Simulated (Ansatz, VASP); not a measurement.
K in VASP and in Ansatz

```xyz
1
Lattice="-2.3988 2.3988 3.1184 2.3988 -2.3988 3.1184 2.3988 2.3988 -3.1184" Properties=species:S:1:pos:R:3 pbc="T T T"
K     0.0000    0.0000    0.0000
```

Alike in both runs: task single point; functional PBE; k mesh 14 × 14 × 14; occupations gaussian, width 0.15 eV; no spin polarisation.

```csv
,VASP,Ansatz
version,VASP 6.6.1,Ansatz 0.2.0
potentials or method,"VASP PAW PBE potentials, release 64 (K_sv), cutoff 520 eV","scalar-relativistic, plane waves, PAW"
valence electrons in the cell,9,9
```

|  | VASP | Ansatz | Ansatz less VASP |
| --- | --- | --- | --- |
| gap on the k mesh at the Fermi level (eV) | none | none | - |
| pressure (GPa) | 0.1 | 0.1 | +0.01 |

A gap of «none» marks a metal or a gap that the smearing closes.
